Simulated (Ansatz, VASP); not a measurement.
**AlRu: VASP beside Ansatz**

```
Al Ru
1.0
     2.97631    0.00000    0.00000
     0.00000    2.97631    0.00000
     0.00000    0.00000    2.97631
Al Ru
1 1
Direct
  0.00000 0.00000 0.00000
  0.50000 0.50000 0.50000
```

Alike in both runs: functional PBEsol; k mesh 14 × 14 × 14; occupations gaussian, width 0.1 eV; no spin polarisation.

Ansatz relaxed the structure, and its values are those at the end. VASP's run is a single point on that final structure, the one shown.

|  | VASP | Ansatz |
| --- | --- | --- |
| version | VASP 6.6.1 | Ansatz 0.2.0 |
| potentials or method | VASP PAW PBE potentials, release 64 (Al, Ru_pv), cutoff 520 eV | scalar-relativistic, plane waves, PAW |
| valence electrons in the cell | 17 | 19 |

VASP gave:

| Quantity | Value |
| --- | --- |
| gap on the k mesh at the Fermi level (eV) | none |
| pressure (GPa) | 0.1 |

Problem. Which values does Ansatz return?

Solution. gap on the k mesh at the Fermi level (eV): none; pressure (GPa): 0.0.

VASP's potentials were made for PBE, not for PBEsol. A gap of «none» marks a metal or a gap that the smearing closes. With one functional, cell and mesh, what is left measures potentials, basis and numerics. VASP's potentials hold 17 valence electrons a cell and Ansatz's 19, so a difference there can come from the potentials and not from the codes.
